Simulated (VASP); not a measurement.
# Hf3C2 (P-3m1) in VASP: further runs, part 2 of 2

VASP 6.6.1.

## (3) Single point, PBE (volume scaled by 0.91, then relaxed in part)

INCAR reads:

```
ALGO     = Normal         # electronic algorithm
EDIFF    = 1E-7           # SCF threshold, eV
ENCUT    = 520            # plane-wave cutoff, eV
GGA      = PE             # functional
ISIF     = 2              # what is computed and relaxed
ISMEAR   = 0              # smearing method
LASPH    = T              # aspherical terms in the spheres
LCHARG   = F              # write CHGCAR
LREAL    = F              # projectors in reciprocal space
LWAVE    = F              # write WAVECAR
NBANDS   = 27             # bands
NELM     = 60             # most SCF steps
PREC     = Accurate       # precision mode
SIGMA    = 0.1            # smearing width, eV
```

KPOINTS reads:

```
k-points
0
Gamma
  12 12 6
```

POSCAR reads:

```
Hf3C2
1.0
    3.2132038769      0.0000000000      0.0000000000
   -1.6066019384      2.7827161849      0.0000000000
    0.0000000000      0.0000000000      7.6351730551
Hf C
3 2
Direct
    0.0000000000      0.0000000000      0.0000000000
    0.3333333333      0.6666666667      0.6699152725
    0.6666666667      0.3333333333      0.3300847275
    0.3333333333      0.6666666667      0.1758378884
    0.6666666667      0.3333333333      0.8241621116
```

Potentials or basis: VASP PAW PBE potentials, release 64 (Hf_pv, C).

On the command line:

```console
$ cat potpaw_PBE.64/Hf_pv/POTCAR potpaw_PBE.64/C/POTCAR > POTCAR
$ mpirun -np 1 vasp_std > vasp.out
```

OUTCAR:

```text
EDIFF = 1E-7
   ENCUT = 520
   GGA = PE
   ISIF = 2
   ISMEAR = 0
   LASPH = T
   LREAL = F
   NELM = 60
   PREC = Accurate

 ion  position               nearest neighbor table
   1  0.000  0.000  0.000-   4 2.29   5 2.29   4 2.29   5 2.29   5 2.29   4 2.29   2 3.13   3 3.13
                             2 3.13   3 3.13   2 3.13   3 3.13
   2  0.333  0.667  0.670-   5 2.20   5 2.20   5 2.20   1 3.13   1 3.13   1 3.13   3 3.19   3 3.19
                             3 3.19
   3  0.667  0.333  0.330-   4 2.20   4 2.20   4 2.20   1 3.13   1 3.13   1 3.13   2 3.19   2 3.19
                             2 3.19
   4  0.333  0.667  0.176-   3 2.20   3 2.20   3 2.20   1 2.29   1 2.29   1 2.29
   5  0.667  0.333  0.824-   2 2.20   2 2.20   2 2.20   1 2.29   1 2.29   1 2.29

  LATTYP: Found a hexagonal cell.
 ALAT       =     3.2132038769
 C/A-ratio  =     2.3761869298

  Lattice vectors:

 A1 = (   3.2132038769,   0.0000000000,   0.0000000000)
 A2 = (  -1.6066019384,   2.7827161849,   0.0000000000)
 A3 = (   0.0000000000,   0.0000000000,   7.6351730551)

Analysis of symmetry for initial positions (statically):
=====================================================================
 Subroutine PRICEL returns:
 Original cell was already a primitive cell.

 Routine SETGRP: Setting up the symmetry group for a
 hexagonal supercell.

 Subroutine GETGRP returns: Found 12 space group operations
 (whereof 12 operations were pure point group operations)
 out of a pool of 24 trial point group operations.

The static configuration has the point symmetry D_3d.

Analysis of symmetry for dynamics (positions and initial velocities):
=====================================================================
 Subroutine PRICEL returns:
 Original cell was already a primitive cell.

 Routine SETGRP: Setting up the symmetry group for a
 hexagonal supercell.

 Subroutine GETGRP returns: Found 12 space group operations
 (whereof 12 operations were pure point group operations)
[... 129 lines left out ...]
  volume/ion in A,a.u.               =      13.65        92.14
  Fermi-wavevector in a.u.,A,eV,Ry     =   1.346668  2.544834 24.674380  1.813516
  Thomas-Fermi vector in A             =   2.474482
   LORBIT       =      0    0 simple, 1 ext, 2 COOP (PROOUT), +10 PAW based schemes
   GGA     = PE    functional components
   LHFCALC =     F    Hartree Fock is set to
   AEXX    =    0.0000 exact exchange contribution
   IVDW    =     0    specifies the selected vdW correction
   LEPSILON=     F    determine dielectric tensor
   LRPA    =     F    only Hartree local field effects (RPA)
 non-spin polarized calculation
 Gauss-broadening in eV      SIGMA  =   0.10
  energy-cutoff  :      520.00
  volume of cell :       68.27
 maximum number of plane-waves:      1869
   NGX = 11   NGY = 11   NGZ = 29

 number of electron      38.0000006 magnetization

 Free energy of the ion-electron system (eV)
  ---------------------------------------------------
  ext. energy  EPLUGINS =         0.00000000
  ---------------------------------------------------
  free energy    TOTEN  =       -51.81388270 eV

  energy without entropy =      -51.80341041  energy(sigma->0) =      -51.80864655

 E-fermi :   6.2667     XC(G=0): -12.2458

 val. band max:        6.2409097606   @ k =   0.2500   0.2500   0.1667
 cond. band min:       6.2740437217   @ k =   0.1667  -0.0000   0.1667
 fundamental gap:      0.0331339611
 Fermi energy:         6.2667495865

 k-point     1 :       0.0000    0.0000    0.0000
  band No.  band energies     occupation
      1     -24.1119      2.00000
      2     -24.0525      2.00000
      3     -23.5544      2.00000
      4     -23.5544      2.00000
      5     -23.5064      2.00000
      6     -23.5064      2.00000
[... 709 lines left out ...]
     26      11.0785      0.00000
     27      11.9218      0.00000

 [... further k-points ...]

------------------------ aborting loop because EDIFF is reached ----------------------------------------

  FORCE on cell =-STRESS in cart. coord.  units (eV):
  Direction    XX          YY          ZZ          XY          YZ          ZX
  --------------------------------------------------------------------------------------
  -------------------------------------------------------------------------------------
  Total        7.6681948      7.6681948      7.6837695      0.0000000     -0.0000000      0.0000000
  in kB      179.9606859    179.9606859    180.3262002      0.0000000     -0.0000000      0.0000000
  external PRESSURE =     180.0825240 kB  Pullay stress =       0.0000000 kB

 VOLUME and BASIS-vectors are now :
 -----------------------------------------------------------------------------
  energy-cutoff  :      520.00
  volume of cell :       68.27
      direct lattice vectors                 reciprocal lattice vectors
     3.213203877  0.000000000  0.000000000     0.311215858  0.179680559  0.000000000
    -1.606601938  2.782716185  0.000000000     0.000000000  0.359361118  0.000000000
     0.000000000  0.000000000  7.635173055     0.000000000  0.000000000  0.130972801

 POSITION                                       TOTAL-FORCE (eV/Angst)
 -----------------------------------------------------------------------------------
      0.00000      0.00000      0.00000         0.000000      0.000000      0.000000
     -0.00000      1.85514      5.11492         0.000000     -0.000000      0.058234
      1.60660      0.92757      2.52025        -0.000000      0.000000     -0.058234
     -0.00000      1.85514      1.34255         0.000000      0.000000      0.007739
      1.60660      0.92757      6.29262        -0.000000     -0.000000     -0.007739
 -----------------------------------------------------------------------------------
    total drift:                                0.000000     -0.000000      0.000000

  FREE ENERGIE OF THE ION-ELECTRON SYSTEM (eV)
  ---------------------------------------------------
  free  energy   TOTEN  =       -51.8138826969 eV

  energy  without entropy=      -51.8034104108  energy(sigma->0) =      -51.80864655
```

It took 2.7 min on 1 thread of Intel Xeon Platinum 8375C at 2.90GHz (Ice Lake), shared host; peak memory 0.28 GiB.

Results:

```yaml
Free_energy: -51.8139 eV
Pressure: 18.0 GPa
Largest_force: 0.058 eV/Å
Band_gap_on_the_k_mesh: zero (band 19 reaches 7.34 eV, above the bottom of band 20 at 6.03 eV)
```

Forces in eV/Å, atoms in the order of the input:
```
Hf   0.000  0.000  0.000
Hf   0.000  0.000  0.058
Hf   0.000  0.000 -0.058
C    0.000  0.000  0.008
C    0.000  0.000 -0.008
```

Levels at points of the mesh, in eV from the Fermi level:
```
           k point  band 16  band 17  band 18  band 19  band 20  band 21  band 22  band 23
(0.00, 0.00, 0.00)    -1.94    -1.94    -1.92     1.01     1.01     1.47     3.21     3.61
(0.50, 0.00, 0.00)    -2.66    -2.34    -1.92    -1.22     0.72     2.19     3.92     3.94
(0.00, 0.00, 0.50)    -1.71    -1.71    -0.86     0.49     1.39     1.39     2.16     2.16
(0.50, 0.00, 0.50)    -2.99    -1.91    -1.67    -1.40     0.39     1.38     3.39     4.45
```

Caveat: spin-orbit coupling is left out, which moves the levels of the heavy elements.

## (4) Single point, PBE (volume scaled by 0.94, then relaxed in part)

INCAR reads:

```
  PREC = Accurate
  ENCUT = 520
  EDIFF = 1E-7
  ISMEAR = 0
  SIGMA = 0.1
  LREAL = False
  LASPH = True
  NELM = 60
  ALGO = Normal
  ISIF = 2
  LWAVE = False
  LCHARG = False
  GGA = PE
  NBANDS = 27
```

KPOINTS reads:

```
Automatic mesh
0
Gamma
  12 12 6
```

POSCAR reads:

```
Hf3C2
1.0
    3.2448431474      0.0000000000      0.0000000000
   -1.6224215737      2.8101165970      0.0000000000
    0.0000000000      0.0000000000      7.7338277358
Hf C
3 2
Direct
    0.0000000000      0.0000000000      0.0000000000
    0.3333333333      0.6666666667      0.6724992726
    0.6666666667      0.3333333333      0.3275007274
    0.3333333333      0.6666666667      0.1752178915
    0.6666666667      0.3333333333      0.8247821085
```

On the command line:

```console
$ cat potpaw_PBE.64/Hf_pv/POTCAR potpaw_PBE.64/C/POTCAR > POTCAR
$ mpirun -np 1 vasp_std > vasp.out
```

It took 3.1 min on 1 thread of Intel Xeon Platinum 8375C at 2.90GHz (Ice Lake), shared host; peak memory 0.29 GiB.

Results (log left out):

```
Free energy            : -52.0172 eV
Pressure               : 10.7 GPa
Largest force          : 0.061 eV/Å
Band gap on the k mesh : zero (band 19 reaches 7.09 eV, above the bottom of band 20 at 5.82 eV)
```

Forces on the atoms (eV/Å):
```
Hf   0.000  0.000  0.000
Hf   0.000  0.000  0.061
Hf   0.000  0.000 -0.061
C    0.000  0.000  0.006
C    0.000  0.000 -0.006
```

Levels at points of the mesh, in eV from the Fermi level:
| k point | band 16 | band 17 | band 18 | band 19 | band 20 | band 21 | band 22 | band 23 |
| --- | --- | --- | --- | --- | --- | --- | --- | --- |
| (0.00, 0.00, 0.00) | -2.03 | -1.94 | -1.94 | 0.99 | 0.99 | 1.42 | 3.19 | 3.48 |
| (0.50, 0.00, 0.00) | -2.68 | -2.25 | -1.92 | -1.22 | 0.59 | 2.13 | 3.87 | 3.88 |
| (0.00, 0.00, 0.50) | -1.74 | -1.74 | -0.97 | 0.56 | 1.33 | 1.33 | 2.16 | 2.16 |
| (0.50, 0.00, 0.50) | -2.97 | -1.86 | -1.71 | -1.37 | 0.30 | 1.38 | 3.36 | 4.26 |

Caveat: spin-orbit coupling is left out, which moves the levels of the heavy elements.

## (5) Single point, PBE (volume scaled by 0.97, then relaxed in part)

INCAR reads:

```
ALGO = Normal ; EDIFF = 1E-6
ENCUT = 520 ; GGA = PE
ISIF = 2 ; ISMEAR = 0
LASPH = True ; LCHARG = True
LELF = True ; LREAL = False
LVHAR = True ; LWAVE = False
NBANDS = 27 ; NELM = 100
PREC = Accurate ; SIGMA = 0.1
```

KPOINTS reads:

```
k-points
0
Gamma
  12 12 6
```

POSCAR reads:

```
Hf3C2
1.0
    3.2753129421      0.0000000000      0.0000000000
   -1.6376564710      2.8365042132      0.0000000000
    0.0000000000      0.0000000000      7.8328568376
Hf C
3 2
Direct
    0.0000000000      0.0000000000      0.0000000000
    0.3333333333      0.6666666667      0.6752711059
    0.6666666667      0.3333333333      0.3247288941
    0.3333333333      0.6666666667      0.1745887398
    0.6666666667      0.3333333333      0.8254112602
```

On the command line:

```console
$ cat potpaw_PBE.64/Hf_pv/POTCAR potpaw_PBE.64/C/POTCAR > POTCAR
$ mpirun -np 1 vasp_std > vasp.out
```

Wall time 2.3 min (1 thread of Intel Xeon Platinum 8375C at 2.90GHz (Ice Lake), shared host); peak memory 0.29 GiB.

It converged, with:

- Free energy: -52.1262 eV
- Pressure: 4.5 GPa
- Largest force: 0.062 eV/Å
- Band gap on the k mesh: zero (band 19 reaches 6.85 eV, above the bottom of band 20 at 5.62 eV)

Forces on the atoms (eV/Å):
```
Hf   0.000  0.000  0.000
Hf   0.000  0.000  0.062
Hf   0.000  0.000 -0.062
C    0.000  0.000  0.005
C    0.000  0.000 -0.005
```

Levels at points of the mesh, in eV from the Fermi level:
| k point | band 17 | band 18 | band 19 | band 20 | band 21 | band 22 |
| --- | --- | --- | --- | --- | --- | --- |
| (0.00, 0.00, 0.00) | -1.94 | -1.94 | 0.97 | 0.97 | 1.37 | 3.17 |
| (0.50, 0.00, 0.00) | -2.17 | -1.93 | -1.21 | 0.47 | 2.09 | 3.83 |
| (0.00, 0.00, 0.50) | -1.78 | -1.09 | 0.61 | 1.28 | 1.28 | 2.16 |
| (0.50, 0.00, 0.50) | -1.83 | -1.75 | -1.34 | 0.21 | 1.38 | 3.34 |

Caveat: spin-orbit coupling is left out, which moves the levels of the heavy elements.

## (6) Overview

| cell | gap on the mesh (eV) | pressure (GPa) | largest force (eV/Å) |
| --- | --- | --- | --- |
| a = 3.180, b = 3.180, c = 7.537 Å, angles 90.0, 90.0, 120.0°, 5 atoms | none | 26.5 | 0.06 |
| a = 3.213, b = 3.213, c = 7.635 Å, angles 90.0, 90.0, 120.0°, 5 atoms | none | 18.0 | 0.06 |
| a = 3.245, b = 3.245, c = 7.734 Å, angles 90.0, 90.0, 120.0°, 5 atoms | none | 10.7 | 0.06 |
| a = 3.275, b = 3.275, c = 7.833 Å, angles 90.0, 90.0, 120.0°, 5 atoms | none | 4.5 | 0.06 |

Alike in all rows: task single point; level PBE; potentials or basis VASP PAW PBE potentials, release 64 (Hf_pv, C); no spin polarisation; k mesh 12 × 12 × 6; cutoff (eV) 520; smearing gaussian 0.1 eV.

Caveats: spin-orbit coupling is left out, which moves the levels of the heavy elements.

Total energies depend on the potentials used, so only differences within one code and one set of settings carry meaning.
